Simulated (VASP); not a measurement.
A run of VASP 6.6.1 is set up as follows.

POSCAR

```
TiO2
1.0
    2.6711600401     -2.6712510888     -0.0201684195
    2.6711600401      2.6712510888     -0.0201684195
   -2.6353413738      0.0000000000      4.8120473823
Ti O
2 4
Direct
    0.1133925096      0.8759230549      0.2424183320
    0.8634430170      0.1258725475      0.7424183320
    0.3206997053      0.0831461598      0.6569629820
    0.6561358213      0.9186494426      0.3278736820
    0.9756628251      0.6632290522      0.8733636898
    0.0706661219      0.3331797432      0.1569629820
```

INCAR.step1

```
PREC = Accurate
ENCUT = 520
ISMEAR = 0
SIGMA = 0.05
LREAL = F
LASPH = T
NELM = 60
NBANDS = 33
GGA = PE
ALGO = Normal
EDIFF = 1E-4
LWAVE = T
LCHARG = F
```

INCAR.step2

```
PREC = Accurate
ENCUT = 520
EDIFF = 1E-6
ISMEAR = 0
SIGMA = 0.05
LREAL = F
LASPH = T
NELM = 60
ALGO = Normal
ISIF = 2
LWAVE = F
LCHARG = T
METAGGA = R2SCAN
LMIXTAU = T
LELF = T
LVHAR = T
NBANDS = 33
ISTART = 1
```

Contents of KPOINTS:

```
regular mesh
0
Gamma
  6 6 6
```

Potentials or basis: VASP PAW PBE potentials, release 64 (Ti_sv, O).

Run with:

```sh
$ cat potpaw_PBE.64/Ti_sv/POTCAR potpaw_PBE.64/O/POTCAR > POTCAR
$ cp INCAR.step1 INCAR
$ mpirun -np 1 vasp_std > vasp.out
$ cp INCAR.step2 INCAR
$ mpirun -np 1 vasp_std > vasp.out
```

Problem. Estimate the pressure.

Solution. 7.1 GPa.

Problem. Predict the largest force.

Solution. 4.798 eV/Å.

Problem. What does it give for the band gap on the k mesh?

Solution. 2.61 eV (least direct gap 2.79 eV).

Stress tensor (GPa, compression positive):
```
 2.91  1.08 -2.68
 1.08  2.38  0.12
-2.68  0.12 15.89
```

Caveat: the cell differs from its parent crystal (atom 5 moved 0.30 Å); the cell stands under pressure; the PAW data sets were made with another functional, which shifts forces and pressure a little. A k mesh can miss the band edges.
